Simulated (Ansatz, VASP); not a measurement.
# Two plane-wave programs on Sb

File INCAR:

```
SYSTEM = Sb
ALGO = Normal
EDIFF = 1E-6
ENCUT = 520
GGA = PE
ISIF = 2
ISMEAR = -1
LASPH = .True.
LCHARG = .False.
LREAL = .False.
LWAVE = .False.
NBANDS = 12
NELM = 80
PREC = Accurate
SIGMA = 0.05
```

KPOINTS

```
k-points
0
Gamma
  6 6 6
  0 0 0
```

The input POSCAR:

```
Sb
1.0
    2.1542000000      1.2437279499      3.7955800000
   -2.1542000000      1.2437279499      3.7955800000
    0.0000000000     -2.4874558998      3.7955800000
Sb
2
Direct
    0.7665100000      0.7665100000      0.7665100000
    0.2334900000      0.2334900000      0.2334900000
```

Contents of input.yaml:

```yaml
crystal:
  lattice:
    - [2.1542, 1.2437279499, 3.79558]
    - [-2.1542, 1.2437279499, 3.79558]
    - [0.0, -2.4874558998, 3.79558]
  atoms:
    - { symbol: Sb, position: [0.76651, 0.76651, 0.76651] }
    - { symbol: Sb, position: [0.23349, 0.23349, 0.23349] }
hamiltonian:
  xc: pbe
  pseudopotentials: { kind: paw }
kpoints:
  mp_grid: { grid: [6, 6, 6] }
scf:
  occupations: { method: fermi_dirac, width: 0.05 }
output:
  forces: true
  stress: true
  eigenvalues: true
```

Alike in both runs: task single point; functional PBE; k mesh 6 × 6 × 6; occupations fermi-dirac, width 0.05 eV; no spin polarisation.

|  | VASP | Ansatz |
| --- | --- | --- |
| version | VASP 6.6.1 | Ansatz 0.2.0 |
| potentials or method | VASP PAW PBE potentials, release 64 (Sb) | Ansatz PAW |
| plane-wave cutoff (eV) | 520 | 420 |
| valence electrons in the cell | 10 | 30 |

VASP gave:

* gap on the k mesh at the Fermi level (eV): none
* pressure (GPa): 2.3
* traceless stress, the component that is largest in VASP (GPa): -0.39
* rms of the force components (eV/Å): 0.031

Task: What did Ansatz give for the same quantities?

Result: gap on the k mesh at the Fermi level (eV): none; pressure (GPa): 2.2; traceless stress, the component that is largest in VASP (GPa): -0.36; rms of the force components (eV/Å): 0.008.

Atom by atom the forces differ by 0.023 eV/Å (rms over components). A gap of «none» marks a metal or a gap that the smearing closes. The functional is the same, so the differences come from potentials, cutoffs and numerics. VASP's potentials hold 10 valence electrons a cell and Ansatz's 30, so a difference there can come from the potentials and not from the codes.

Spin-orbit coupling is off throughout.
